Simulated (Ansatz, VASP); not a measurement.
**One calculation of AlN, two programs**

```xyz
2
Lattice="0.0000 2.1545 2.1545 2.1545 0.0000 2.1545 2.1545 2.1545 0.0000" Properties=species:S:1:pos:R:3 pbc="T T T"
Al    0.0000    0.0000    0.0000
N     1.0772    1.0772    1.0772
```

Alike in both runs: task single point; functional B3LYP; k mesh 5 × 5 × 5; occupations fermi-dirac, width 0.05 eV; no spin polarisation.

|  | VASP | Ansatz |
| --- | --- | --- |
| version | VASP 6.6.1 | Ansatz 0.2.0 |
| potentials or method | VASP PAW PBE potentials, release 64 (Al, N) | Ansatz PAW |
| plane-wave cutoff (eV) | 520 | 420 |
| valence electrons in the cell | 8 | 8 |

|  | VASP | Ansatz | Ansatz less VASP |
| --- | --- | --- | --- |
| gap on the k mesh at the Fermi level (eV) | 5.93 | 5.93 | -0.006 |
| least direct gap on the mesh (eV) | 6.60 | 6.60 | -0.003 |
| pressure (GPa) | 12.7 | 11.8 | -0.81 |

VASP's potentials were made for PBE, not for B3LYP. The functional is the same, so the differences come from potentials, cutoffs and numerics.

The k mesh is coarse, so the values compare programs but aren't converged. Noted on Ansatz's run: odd divisions of the mesh miss points on the zone boundary, where band edges often lie, so the gap on the mesh can be too wide.
